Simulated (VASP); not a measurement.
A run of VASP 6.6.1 is set up as follows.

The input INCAR:

```
  ALGO = Normal
  EDIFF = 1E-6
  ENCUT = 520
  GGA = PE
  ISIF = 2
  ISMEAR = 0
  LASPH = True
  LCHARG = True
  LELF = True
  LREAL = False
  LVHAR = True
  LWAVE = False
  NBANDS = 34
  NELM = 100
  PREC = Accurate
  SIGMA = 0.2
```

File KPOINTS:

```
k-points
0
Gamma
  8 8 2
```

The input POSCAR:

```
TaH
1.0
    1.7541223402     -2.4175339611      0.0000000000
    1.7541223402      2.4175339611      0.0000000000
    0.0000000000      0.0000000000      9.7601842241
Ta H
4 4
Direct
    1.0000000000      0.5000000000      0.2500000000
    1.0000000000      0.5000000000      0.7500000000
    0.5000000000      1.0000000000      0.0000000000
    0.5000000000      1.0000000000      0.5000000000
    0.0000000000      1.0000000000      0.3750000000
    0.0000000000      1.0000000000      0.8750000000
    0.0000000000      0.0000000000      0.1250000000
    0.0000000000      0.0000000000      0.6250000000
```

Potentials or basis: VASP PAW PBE potentials, release 64 (Ta_pv, H).

Command:

```console
$ cat potpaw_PBE.64/Ta_pv/POTCAR potpaw_PBE.64/H/POTCAR > POTCAR
$ mpirun -np 1 vasp_std > vasp.out
```

(1) Estimate the pressure.

(2) Estimate the band gap on the k mesh.

Results:

(1) 0.2 GPa.

(2) zero (bands 24 and 25 overlap by 2.13 eV).

Caveat: spin-orbit coupling is left out, which moves the levels of the heavy elements.
